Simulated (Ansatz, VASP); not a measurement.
CdTe: VASP beside Ansatz

File INCAR:

```
PREC = Accurate
ENCUT = 500
EDIFF = 1E-6
ISMEAR = 0
SIGMA = 0.02
LREAL = F
LASPH = T
NELM = 120
ALGO = Normal
ISIF = 2
LWAVE = F
LCHARG = F
GGA = PS
NBANDS = 16
GGA_COMPAT = F
```

KPOINTS

```
regular mesh
0
Gamma
  8 8 8
```

The input POSCAR:

```
CdTe
1.0
    0.0000000000      3.1796000000      3.1796000000
    3.1796000000      0.0000000000      3.1796000000
    3.1796000000      3.1796000000      0.0000000000
Cd Te
1 1
Direct
    0.0000000000      0.0000000000      0.0000000000
    0.2500000000      0.2500000000      0.2500000000
```

Input for Ansatz:

```yaml
crystal:
  lattice:
    - [0.0, 3.1796, 3.1796]
    - [3.1796, 0.0, 3.1796]
    - [3.1796, 3.1796, 0.0]
  atoms:
    - { symbol: Cd, position: [0.0, 0.0, 0.0] }
    - { symbol: Te, position: [0.25, 0.25, 0.25] }
basis:
  ecutwfc: 420
kpoints:
  mp_grid: { grid: [8, 8, 8] }
hamiltonian:
  xc: pbesol
scf:
  occupations: { method: gaussian, width: 0.02 }
  convergence: { dr2_threshold: 1.0e-06 }
output:
  forces: true
  eigenvalues: true
  stress: true
```

Alike in both runs: task single point; functional PBEsol; k mesh 8 × 8 × 8; occupations gaussian, width 0.02 eV; no spin polarisation.

|  | VASP | Ansatz |
| --- | --- | --- |
| version | VASP 6.6.1 | Ansatz 0.2.0 |
| potentials or method | VASP PAW PBE potentials, release 64 (Cd, Te), cutoff 500 eV | scalar-relativistic, plane waves, PAW |
| valence electrons in the cell | 18 | 36 |

```csv
,VASP,Ansatz,Ansatz less VASP
gap on the k mesh at the Fermi level (eV),0.83,0.83,-0.005
pressure (GPa),3.1,2.9,-0.20
```

VASP's potentials were made for PBE, not for PBEsol. With one functional, cell and mesh, what is left measures potentials, basis and numerics. VASP's potentials hold 18 valence electrons a cell and Ansatz's 36, so a difference there can come from the potentials and not from the codes. Ansatz's warnings: force scf threshold loose, stress scf threshold loose.

Neither program's run includes spin-orbit coupling.
